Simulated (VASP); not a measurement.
InP: single point with PBE

InP:

```
CELL_PARAMETERS angstrom
7.26699 0.00000 0.00000
0.00000 7.26699 0.00000
0.00000 0.00000 4.22552
ATOMIC_POSITIONS crystal
In 0.67806 0.67806 0.00000
In 0.17806 0.82194 0.50000
In 0.82194 0.17806 0.50000
In 0.32194 0.32194 0.00000
P 0.81905 0.81905 0.50000
P 0.18095 0.18095 0.50000
P 0.68095 0.31905 0.00000
P 0.31905 0.68095 0.00000
```

* Program: VASP 6.6.1
* Task: single point
* Functional: PBE
* Potentials or basis: VASP PAW PBE potentials, release 64 (In_d, P)
* Cutoff: 520 eV
* k mesh: 4 × 4 × 4
* Occupations: gaussian, width 0.1 eV
* Spin: no spin polarisation

The pressure is 0.0 GPa, the largest force is 0.014 eV/Å and the band gap on the k mesh is 0.56 eV, direct.

Forces in eV/Å, atoms in the order of the input:
```
In  -0.004 -0.004  0.000
In  -0.004  0.004  0.000
In   0.004 -0.004  0.000
In   0.004  0.004  0.000
P    0.010  0.010  0.000
P   -0.010 -0.010  0.000
P   -0.010  0.010  0.000
P    0.010 -0.010  0.000
```

Stress tensor (GPa, compression positive):
```
-0.04  0.00  0.00
 0.00 -0.04  0.00
 0.00  0.00  0.10
```

Levels at points of the mesh, in eV from the valence-band top:
```csv
k point,band 32,band 33,band 34,band 35,band 36,band 37,band 38,band 39,band 40,band 41
"(0.00, 0.00, 0.00)",-0.93,-0.21,-0.08,0.00,0.00,0.56,1.63,1.78,1.78,3.53
"(0.50, 0.00, 0.00)",-1.61,-0.75,-0.75,-0.53,-0.53,1.97,1.97,2.17,2.17,3.62
"(0.50, 0.50, 0.00)",-1.29,-1.06,-1.06,-0.98,-0.98,2.00,2.00,2.58,2.58,3.18
"(0.00, 0.00, 0.50)",-1.87,-1.68,-1.68,-1.63,-1.63,2.72,2.72,3.56,3.56,4.45
"(0.50, 0.00, 0.50)",-2.22,-1.52,-1.52,-0.93,-0.93,2.18,2.18,2.76,2.76,3.75
"(0.50, 0.50, 0.50)",-1.40,-1.29,-1.29,-1.27,-1.27,1.32,1.32,2.55,2.55,2.66
```

Wall time 4.4 min on 1 thread of AMD EPYC 7R43 64-Core Processor (Zen 3), on a shared host, peak memory 0.32 GiB.

Caveat: spin-orbit coupling is left out, which moves the levels of the heavy elements. A hybrid or GW would open this gap; PBE tends to underestimate it.
